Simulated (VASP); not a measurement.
# SnH5 (I4/mmm) in VASP: notebook

SnH5 is run at these levels: PBE; tasks: single point, relaxation of cell and atoms.

All numbers are computed with VASP 6.6.1; they aren't measurements. Logs are shortened: lines on timing, memory, paths and dates and some standing lists are left out, and cuts for length are marked.

### Step 1. The cell of the first run

The structure is tetragonal, space group I4/mmm (No. 139). The conventional cell has a = 4.032 Å, b = 4.032 Å, c = 5.955 Å, α = 90.00°, β = 90.00°, γ = 90.00°. Within 2.7 Å of Sn (site symmetry 4/mmm) lie 10 H at 2.04 to 2.51 Å. H (site symmetry -4m2) has 8 H at 2.09 to 2.51 Å and 4 Sn at 2.51 Å within 2.8 Å. H (site symmetry 4/mmm) has 2 H at 0.94 Å within 1.3 Å. H (site symmetry 4mm) has 1 H at 0.94 Å within 1.3 Å.

### Step 2. Single point, PBE

Input file INCAR:

```
PREC = Accurate
ENCUT = 520
EDIFF = 1E-6
ISMEAR = 0
SIGMA = 0.1
LREAL = F
LASPH = T
NELM = 100
ALGO = Normal
ISIF = 2
LWAVE = F
LCHARG = F
GGA = PE
NBANDS = 18
```

Input file KPOINTS:

```
Automatic mesh
0
Gamma
  6 6 6
```

Input file POSCAR:

```
SnH5
1.0
   -2.0157792300      2.0157792300      2.9777216024
    2.0157792300     -2.0157792300      2.9777216024
    2.0157792300      2.0157792300     -2.9777216024
Sn H
1 5
Direct
    0.5000000000      0.5000000000      0.0000000000
    0.7500000000      0.2500000000      0.5000000000
    0.2500000000      0.7500000000      0.5000000000
    0.0000000000      0.0000000000      0.0000000000
    0.8424652111      0.8424652111      0.0000000000
    0.1575347889      0.1575347889      0.0000000000
```

Potentials or basis: VASP PAW PBE potentials, release 64 (Sn_d, H).

Command:

```
$ cat potpaw_PBE.64/Sn_d/POTCAR potpaw_PBE.64/H/POTCAR > POTCAR
$ mpirun -np 1 vasp_std > vasp.out
```

OUTCAR:

```text
PREC = Accurate
   ENCUT = 520
   EDIFF = 1E-6
   ISMEAR = 0
   LREAL = F
   LASPH = T
   NELM = 100
   ISIF = 2
   GGA = PE

 ion  position               nearest neighbor table
   1  0.500  0.500  0.000-   5 2.04   6 2.04
   2  0.750  0.250  0.500-
   3  0.250  0.750  0.500-
   4  0.000  0.000  0.000-
   5  0.842  0.842  0.000-   1 2.04
   6  0.158  0.158  0.000-   1 2.04

  LATTYP: Found a body centered tetragonal cell.
 ALAT       =     4.0315584600
 C/A-ratio  =     1.4772062129

  Lattice vectors:

 A1 = (  -2.0157792300,   2.0157792300,   2.9777216024)
 A2 = (   2.0157792300,  -2.0157792300,   2.9777216024)
 A3 = (   2.0157792300,   2.0157792300,  -2.9777216024)

Analysis of symmetry for initial positions (statically):
=====================================================================
 Subroutine PRICEL returns:
 Original cell was already a primitive cell.

 Routine SETGRP: Setting up the symmetry group for a
 body centered tetragonal supercell.

 Subroutine GETGRP returns: Found 16 space group operations
 (whereof 16 operations were pure point group operations)
 out of a pool of 16 trial point group operations.

The static configuration has the point symmetry D_4h.

Analysis of symmetry for dynamics (positions and initial velocities):
=====================================================================
 Subroutine PRICEL returns:
 Original cell was already a primitive cell.

 Routine SETGRP: Setting up the symmetry group for a
 body centered tetragonal supercell.

 Subroutine GETGRP returns: Found 16 space group operations
 (whereof 16 operations were pure point group operations)
 out of a pool of 16 trial point group operations.

The dynamic configuration has the point symmetry D_4h.

 Subroutine INISYM returns: Found 16 space group operations
 (whereof 16 operations are pure point group operations),
 and found     1 'primitive' translations

----------------------------------------------------------------------------------------

                                     Primitive cell

  volume of cell :      48.3983

  direct lattice vectors                    reciprocal lattice vectors
    -2.015779230  2.015779230  2.977721602     0.000000000  0.248043036  0.167913615
     2.015779230 -2.015779230  2.977721602     0.248043036  0.000000000  0.167913615
     2.015779230  2.015779230 -2.977721602     0.248043036  0.248043036  0.000000000

  length of vectors
     4.122324314  4.122324314  4.122324314     0.299533521  0.299533521  0.350785825

  position of ions in fractional coordinates (direct lattice)
     0.500000000  0.500000000  0.000000000
     0.750000000  0.250000000  0.500000000
     0.250000000  0.750000000  0.500000000
     0.000000000  0.000000000  0.000000000
     0.842465211  0.842465211  0.000000000
     0.157534789  0.157534789  0.000000000

  ion indices of the primitive-cell ions
   primitive index   ion index
                 1           1
                 2           2
                 3           3
                 4           4
                 5           5
                 6           6

----------------------------------------------------------------------------------------

 KPOINTS: Automatic mesh

Automatic generation of k-mesh.
 Grid dimensions read from file:
 generate k-points for:    6    6    6

 Generating k-lattice:

  Cartesian coordinates                     Fractional coordinates (reciprocal lattice)
     0.000000000  0.041340506  0.027985603     0.166666667 -0.000000000  0.000000000
     0.041340506  0.000000000  0.027985603    -0.000000000  0.166666667  0.000000000
     0.041340506  0.041340506  0.000000000     0.000000000  0.000000000  0.166666667

  Length of vectors
     0.049922253  0.049922253  0.058464304

  Shift w.r.t. Gamma in fractional coordinates (k-lattice)
     0.000000000  0.000000000  0.000000000

 Subroutine IBZKPT returns following result:
 ===========================================

 Found     30 irreducible k-points:

 Following reciprocal coordinates:
            Coordinates               Weight
  0.000000  0.000000  0.000000      1.000000
  0.166667  0.000000  0.000000      8.000000
  0.333333  0.000000  0.000000      8.000000
  0.500000 -0.000000  0.000000      4.000000
  0.166667  0.166667  0.000000      8.000000
  0.333333  0.166667  0.000000     16.000000
[... 16 lines left out ...]
 -0.333333 -0.333333  0.166667      8.000000
 -0.166667 -0.333333  0.166667      8.000000
 [... further k-points ...]
   k-points           NKPTS =     30   k-points in BZ     NKDIM =     30   number of bands    NBANDS=     18
   number of dos      NEDOS =    301   number of ions     NIONS =      6
   total plane-waves  NPLWV =  32768
   dimension x,y,z NGX =    32 NGY =   32 NGZ =   32
   dimension x,y,z NGXF=    64 NGYF=   64 NGZF=   64
   ions per type =               1   5
   NGX,Y,Z   is equivalent  to a cutoff of  12.91, 12.91, 12.91 a.u.
   NGXF,Y,Z  is equivalent  to a cutoff of  25.81, 25.81, 25.81 a.u.
 SYSTEM =  unknown system
   PREC   = accura    normal or accurate (medium, high low for compatibility)
   ISTART =      0    job   : 0-new  1-cont  2-samecut
   ICHARG =      2    charge: 1-file 2-atom 10-const
   ISPIN  =      1    spin polarized calculation?
   LNONCOLLINEAR =      F non collinear calculations
   LSORBIT =      F    spin-orbit coupling
   LASPH  =      T    aspherical Exc in radial PAW
   ENCUT  =  520.0 eV  38.22 Ry    6.18 a.u.   7.66  7.66  7.66*2*pi/ulx,y,z
   NELM   =    100;   NELMIN=  2; NELMDL= -5     # of ELM steps
   EDIFF  = 0.1E-05   stopping-criterion for ELM
   LREAL  =      F    real-space projection
   EDIFFG = 0.1E-04   stopping-criterion for IOM
   NSW    =      0    number of steps for IOM
   IBRION =     -1    ionic relax: 0-MD 1-quasi-New 2-CG
   NFREE  =      0    steps in history (QN), initial steepest desc. (CG)
   ISIF   =      2    stress and relaxation
   ISYM   =      2    0-nonsym 1-usesym 2-fastsym
   POTIM  = 0.5000    time-step for ionic-motion
   TEBEG  =    0.0;   TEEND  =   0.0 temperature during run
   PSTRESS=    0.0 pullay stress
   NELECT =      19.0000    total number of electrons
   NUPDOWN=      -1.0000    fix difference up-down
   EMIN   =  10.00;   EMAX   =-10.00  energy-range for DOS
   EFERMI =   0.00;   METHOD = LEGACY
   ISMEAR =     0;   SIGMA  =   0.10  broadening in eV -4-tet -1-fermi 0-gaus
   EFERMI_NEDOS =   21; number of points for ismear=-14 and -15
   IALGO  =     38    algorithm
   IMIX   =      4    mixing-type and parameters
     AMIX     =   0.40;   BMIX     =  1.00
     AMIX_MAG =   1.60;   BMIX_MAG =  1.00
  volume/ion in A,a.u.               =       8.07        54.43
  Fermi-wavevector in a.u.,A,eV,Ry     =   1.198715  2.265243 19.550459  1.436918
  Thomas-Fermi vector in A             =   2.334597
   LORBIT       =      0    0 simple, 1 ext, 2 COOP (PROOUT), +10 PAW based schemes
   GGA     = PE    functional components
   LHFCALC =     F    Hartree Fock is set to
   AEXX    =    0.0000 exact exchange contribution
   IVDW    =     0    specifies the selected vdW correction
   LEPSILON=     F    determine dielectric tensor
   LRPA    =     F    only Hartree local field effects (RPA)
 non-spin polarized calculation
 Gauss-broadening in eV      SIGMA  =   0.10
  energy-cutoff  :      520.00
  volume of cell :       48.40
 maximum number of plane-waves:      1327
 NGX is ok and might be reduce to    32
   NGX = 15   NGY = 15   NGZ = 15

 number of electron      18.9999997 magnetization

 Free energy of the ion-electron system (eV)
  ---------------------------------------------------
  ext. energy  EPLUGINS =         0.00000000
  ---------------------------------------------------
  free energy    TOTEN  =       -16.73493004 eV

  energy without entropy =      -16.73131084  energy(sigma->0) =      -16.73312044

 E-fermi :   4.4582     XC(G=0):  -9.8588

 val. band max:        4.3567073063   @ k =  -0.3333   0.3333   0.1667
 cond. band min:       4.4733719217   @ k =   0.5000   0.5000   0.0000
 fundamental gap:      0.1166646154
 Fermi energy:         4.4581509661

 k-point     1 :       0.0000    0.0000    0.0000
  band No.  band energies     occupation
      1     -17.2833      2.00000
      2     -17.2787      2.00000
      3     -17.1991      2.00000
      4     -17.1884      2.00000
      5     -17.1884      2.00000
      6      -7.4605      2.00000
[... 10 lines left out ...]
     17      12.2525      0.00000
     18      14.1468      0.00000

 k-point     2 :       0.1667    0.0000    0.0000
  band No.  band energies     occupation
      1     -17.2804      2.00000
      2     -17.2793      2.00000
      3     -17.1998      2.00000
      4     -17.1874      2.00000
      5     -17.1850      2.00000
      6      -7.1182      2.00000
[... 10 lines left out ...]
     17      13.5916      0.00000
     18      14.0188      0.00000

 k-point     3 :       0.3333    0.0000    0.0000
  band No.  band energies     occupation
      1     -17.2809      2.00000
      2     -17.2753      2.00000
      3     -17.2028      2.00000
      4     -17.1832      2.00000
      5     -17.1779      2.00000
      6      -6.1227      2.00000
[... 10 lines left out ...]
     17      15.9611      0.00000
     18      17.6299      0.00000

 k-point     4 :       0.5000   -0.0000    0.0000
  band No.  band energies     occupation
      1     -17.2818      2.00000
      2     -17.2731      2.00000
      3     -17.2047      2.00000
      4     -17.1805      2.00000
      5     -17.1743      2.00000
      6      -4.9718      2.00000
[... 375 lines left out ...]
      4     -17.1785      2.00000
      5     -17.1717      2.00000
      6      -4.9064      2.00000
[... 10 lines left out ...]
     17      17.1008      0.00000
     18      18.8890      0.00000

 k-point    23 :      -0.3333   -0.3333    0.1667
  band No.  band energies     occupation
      1     -17.2841      2.00000
      2     -17.2766      2.00000
      3     -17.2087      2.00000
      4     -17.1755      2.00000
      5     -17.1708      2.00000
      6      -5.2130      2.00000
[... 10 lines left out ...]
     17      16.5533      0.00000
     18      18.8084      0.00000

 k-point    24 :      -0.1667   -0.3333    0.1667
  band No.  band energies     occupation
      1     -17.2862      2.00000
      2     -17.2762      2.00000
      3     -17.2062      2.00000
      4     -17.1776      2.00000
      5     -17.1754      2.00000
      6      -6.2000      2.00000
[... 10 lines left out ...]
     17      15.7376      0.00000
     18      17.5447      0.00000

 [... further k-points ...]

------------------------ aborting loop because EDIFF is reached ----------------------------------------

  FORCE on cell =-STRESS in cart. coord.  units (eV):
  Direction    XX          YY          ZZ          XY          YZ          ZX
  --------------------------------------------------------------------------------------
  -------------------------------------------------------------------------------------
  Total       -0.1462812     -0.1462812     -0.1102430      0.0000000     -0.0000000      0.0000000
  in kB       -4.8424945     -4.8424945     -3.6494844      0.0000000     -0.0000000      0.0000000
  external PRESSURE =      -4.4448245 kB  Pullay stress =       0.0000000 kB

 VOLUME and BASIS-vectors are now :
 -----------------------------------------------------------------------------
  energy-cutoff  :      520.00
  volume of cell :       48.40
      direct lattice vectors                 reciprocal lattice vectors
    -2.015779230  2.015779230  2.977721602     0.000000000  0.248043036  0.167913615
     2.015779230 -2.015779230  2.977721602     0.248043036  0.000000000  0.167913615
     2.015779230  2.015779230 -2.977721602     0.248043036  0.248043036  0.000000000

 POSITION                                       TOTAL-FORCE (eV/Angst)
 -----------------------------------------------------------------------------------
      0.00000      0.00000      2.97772        -0.000000     -0.000000      0.000000
     -0.00000      2.01578      1.48886        -0.000000     -0.000000     -0.000000
      2.01578     -0.00000      1.48886        -0.000000     -0.000000     -0.000000
      0.00000      0.00000      0.00000        -0.000000     -0.000000     -0.000000
      0.00000      0.00000      5.01725         0.000000      0.000000      0.021125
      0.00000      0.00000      0.93819         0.000000      0.000000     -0.021125
 -----------------------------------------------------------------------------------
    total drift:                               -0.000000      0.000000     -0.000000

  FREE ENERGIE OF THE ION-ELECTRON SYSTEM (eV)
  ---------------------------------------------------
  free  energy   TOTEN  =       -16.7349300391 eV

  energy  without entropy=      -16.7313108408  energy(sigma->0) =      -16.73312044
```

It took 41 s on 1 thread of AMD EPYC 7R13, shared host; peak memory 0.15 GiB.

What came out:

| Quantity | Value |
| --- | --- |
| Free energy | -16.7349 eV |
| Pressure | -0.4 GPa |
| Largest force | 0.021 eV/Å |

Forces on the atoms (eV/Å):
```
Sn   0.000  0.000  0.000
H    0.000  0.000  0.000
H    0.000  0.000  0.000
H    0.000  0.000  0.000
H    0.000  0.000  0.021
H    0.000  0.000 -0.021
```

Caveat: the k points lie up to 0.37 Å⁻¹ apart; spin-orbit coupling is left out, which moves the levels of the heavy elements.

### Step 3. Single point, PBE

This run uses another cell than the first one, of 11.55 Å³/atom, 1.432 times its volume.

Input file INCAR:

```
PREC = Accurate
ENCUT = 520
EDIFF = 1E-6
ISMEAR = 0
SIGMA = 0.1
LREAL = F
LASPH = T
NELM = 80
ALGO = Normal
ISIF = 2
LWAVE = F
LCHARG = T
GGA = PE
LELF = T
LVHAR = T
NBANDS = 18
```

KPOINTS is that of step 2.

Input file POSCAR:

```
SnH5
1.0
   -2.5027782600      2.5027782600      2.7652458300
    2.5027782600     -2.5027782600      2.7652458300
    2.5027782600      2.5027782600     -2.7652458300
Sn H
1 5
Direct
    0.5000000000      0.5000000000      0.0000000000
    0.7500000000      0.2500000000      0.5000000000
    0.2500000000      0.7500000000      0.5000000000
    0.0000000000      0.0000000000      0.0000000000
    0.7682171900      0.7682171900      0.0000000000
    0.2317828100      0.2317828100      0.0000000000
```

Potentials or basis: VASP PAW PBE potentials, release 64 (Sn_d, H).

Command:

```
$ cat potpaw_PBE.64/Sn_d/POTCAR potpaw_PBE.64/H/POTCAR > POTCAR
$ mpirun -np 1 vasp_std > vasp.out
```

It took 77 s on 1 thread of AMD EPYC 7R13, shared host; peak memory 0.18 GiB.

It converged, with:

```
Free energy   : -13.1763 eV
Pressure      : 4.8 GPa
Largest force : 6.753 eV/Å
```

Forces on the atoms (eV/Å):
```
Sn   0.000  0.000  0.000
H    0.000  0.000  0.000
H    0.000  0.000  0.000
H    0.000  0.000  0.000
H    0.000  0.000  6.753
H    0.000  0.000 -6.753
```

Stress tensor (GPa, compression positive):
```
-8.02  0.00  0.00
 0.00 -8.02  0.00
 0.00  0.00 30.59
```

Levels at points of the mesh, in eV from the Fermi level:
| k point | band 6 | band 7 | band 8 | band 9 | band 10 | band 11 | band 12 | band 13 |
| --- | --- | --- | --- | --- | --- | --- | --- | --- |
| (0.00, 0.00, 0.00) | -10.14 | -5.29 | -1.75 | -0.39 | 0.38 | 2.19 | 2.19 | 6.65 |
| (0.50, 0.00, 0.00) | -8.80 | -7.59 | -2.06 | -0.93 | 1.10 | 1.40 | 3.34 | 4.29 |
| (0.50, 0.50, 0.00) | -9.19 | -5.66 | -3.82 | -2.40 | -0.42 | 1.53 | 4.82 | 6.89 |
| (0.50, 0.50, 0.50) | -8.64 | -6.36 | -3.35 | -1.64 | -0.22 | -0.22 | 0.83 | 7.98 |

Caveat: spin-orbit coupling is left out, which moves the levels of the heavy elements; forces of over 1 eV/Å act on the atoms, so gaps and moduli don't describe the material at rest.

### Step 4. Relaxation of cell and atoms, PBE

This run uses another cell than the first one, of 11.55 Å³/atom, 1.432 times its volume.

Input file INCAR:

```
PREC = Accurate
ENCUT = 600
EDIFF = 1E-6
ISMEAR = 0
SIGMA = 0.1
LREAL = False
LASPH = True
NELM = 80
ALGO = Normal
ISIF = 3
LWAVE = False
LCHARG = False
GGA = PE
IBRION = 2
NSW = 90
EDIFFG = -0.04
```

KPOINTS is that of step 3.

POSCAR is that of step 3.

Command:

```
$ cat potpaw_PBE.64/Sn_d/POTCAR potpaw_PBE.64/H/POTCAR > POTCAR
$ mpirun -np 1 vasp_std > vasp.out
```

Run time: 8 min. Hardware: 1 thread of AMD EPYC 7R13, shared host; peak memory 0.21 GiB.

Results (log left out):

```yaml
Free_energy: -16.7384 eV
Relaxed_volume: 8.03 Å³/atom
Relaxed_cell: a = 4.118 Å, b = 4.118 Å, c = 4.118 Å, α = 121.53°, β = 121.53°, γ = 87.37°
Space_group_after_relaxing_to_0.05_Å: I4/mmm (No. 139)
Energy_gained_by_relaxing: 593.3 meV/atom
Ionic_steps: 16
Pressure_after_relaxing: 0.0 GPa
Largest_force_after_relaxing: 0.018 eV/Å
```

Forces in eV/Å, atoms in the order of the input:
```
Sn   0.000  0.000  0.000
H    0.000  0.000  0.000
H    0.000  0.000  0.000
H    0.000  0.000  0.000
H    0.000  0.000 -0.018
H    0.000  0.000  0.018
```

Stress tensor (GPa, compression positive):
```
-0.05  0.00  0.00
 0.00 -0.05  0.00
 0.00  0.00  0.04
```

The path:
| step | energy change (eV) | largest force (eV/Å) | pressure (GPa) | volume (Å³) |
| --- | --- | --- | --- | --- |
| 1 | 0.0000 | 6.7526 | 4.95 | 69.28 |
| 2 | -2.6477 | 1.3169 | -7.76 | 72.51 |
| 3 | -2.7052 | 1.0191 | -7.95 | 72.82 |
| 4 | -2.7521 | 0.3932 | -7.94 | 73.42 |
| 5 | -3.0356 | 0.5169 | -6.20 | 67.02 |
| 6 | -3.1197 | 1.4133 | -4.30 | 62.70 |
| 7 | -3.3626 | 0.7794 | -2.92 | 57.20 |
| 8 | -3.4927 | 0.0766 | -0.09 | 51.25 |
| 9 | -3.4961 | 0.0625 | 0.61 | 50.16 |
| 10 | -3.5161 | 0.1217 | 0.16 | 50.18 |
| 11 | -3.5444 | 0.2937 | -1.90 | 50.15 |
| 12 | -3.5449 | 0.2574 | -1.53 | 50.17 |
| 13 | -3.5567 | 0.0593 | -0.81 | 49.20 |
| 14 | -3.5568 | 0.0858 | -0.73 | 49.12 |
| 15 | -3.5593 | 0.0441 | -0.29 | 48.54 |
| 16 | -3.5598 | 0.0178 | -0.02 | 48.18 |

Final structure:
```
CELL_PARAMETERS angstrom
-2.01121 2.01121 2.97781
2.01121 -2.01121 2.97781
2.01121 2.01121 -2.97781
ATOMIC_POSITIONS crystal
Sn 0.50000 0.50000 0.00000
H 0.75000 0.25000 0.50000
H 0.25000 0.75000 0.50000
H 0.00000 0.00000 0.00000
H 0.84291 0.84291 0.00000
H 0.15709 0.15709 0.00000
```

Levels at points of the mesh, in eV from the Fermi level:
```csv
k point,band 7,band 8,band 9,band 10,band 11,band 12
"(0.00, 0.00, 0.00)",-4.14,-2.10,-0.61,2.94,3.22,3.22
"(0.50, 0.00, 0.00)",-8.27,-2.88,-0.30,0.16,1.11,2.41
"(0.50, 0.50, 0.00)",-5.54,-4.95,-3.86,-2.32,0.00,7.21
"(0.50, 0.50, 0.50)",-7.43,-6.25,-1.91,0.19,0.19,3.24
```

Caveat: the volume moved by over 15 % at a fixed basis, so the end points are rough; spin-orbit coupling is left out, which moves the levels of the heavy elements.

### Step 5. Summary

| task | cell | cutoff (eV) | gap on the mesh (eV) | pressure (GPa) | largest force (eV/Å) |
| --- | --- | --- | --- | --- | --- |
| single point | a = 4.122 Å, angles 121.5, 121.5, 87.5°, 6 atoms | 520 | none | -0.4 | 0.02 |
| single point | a = 4.492 Å, angles 112.3, 112.3, 104.0°, 6 atoms | 520 | none | 4.8 | 6.75 |
| relaxation of cell and atoms | relaxed from a = 4.492 Å, angles 112.3, 112.3, 104.0°, 6 atoms | 600 | none | 0.0 | 0.02 |

Alike in all rows: level PBE; potentials or basis VASP PAW PBE potentials, release 64 (Sn_d, H); no spin polarisation; k mesh 6 × 6 × 6; smearing gaussian 0.1 eV.

Caveats: some runs use coarse meshes; spin-orbit coupling is left out, which moves the levels of the heavy elements; forces of over 1 eV/Å act on the atoms, so gaps and moduli don't describe the material at rest (some runs); the volume moved by over 15 % at a fixed basis, so the end points are rough (some runs).

Total energies depend on the potentials used, so only differences within one code and one set of settings carry meaning.
